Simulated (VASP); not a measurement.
# CdTe: single point with PBE

The system is CdTe.

```xyz
2
Lattice="0.0000 3.3094 3.3094 3.3094 0.0000 3.3094 3.3094 3.3094 0.0000" Properties=species:S:1:pos:R:3 pbc="T T T"
Cd    0.0000    0.0000    0.0000
Te    1.6547    1.6547    1.6547
```

```yaml
Program: VASP 6.6.1
Task: single point
Functional: PBE
Potentials_or_basis: VASP PAW PBE potentials, release 64 (Cd, Te)
Cutoff: 500 eV
k_mesh: 10 × 10 × 10
Occupations: gaussian, width 0.02 eV
Spin: no spin polarisation
Dipole_correction: no
Further_INCAR_settings: ALGO = Normal; EDIFF = 1e-06; NBANDS = 16
```

```json
{
  "Pressure": "0.1 GPa",
  "Band gap on the k mesh": "0.58 eV"
}
```

Levels at points of the mesh, in eV from the valence-band top:
```tsv
k point	band 6	band 7	band 8	band 9	band 10	band 11	band 12	band 13
(0.00, 0.00, 0.00)	-7.87	0.00	0.00	0.00	0.58	4.64	4.64	4.64
(0.50, 0.00, 0.00)	-7.57	-4.08	-0.69	-0.69	1.76	5.21	5.21	7.01
(0.50, 0.50, 0.00)	-7.45	-4.01	-1.66	-1.66	2.67	2.74	8.51	8.81
```

It took 61 s on 1 thread of Intel Xeon 8259CL, on a shared host, peak memory 0.23 GiB.

Caveat: semilocal functionals underestimate gaps, and a narrow one can read as zero; spin-orbit coupling is left out, which moves the levels of the heavy elements.
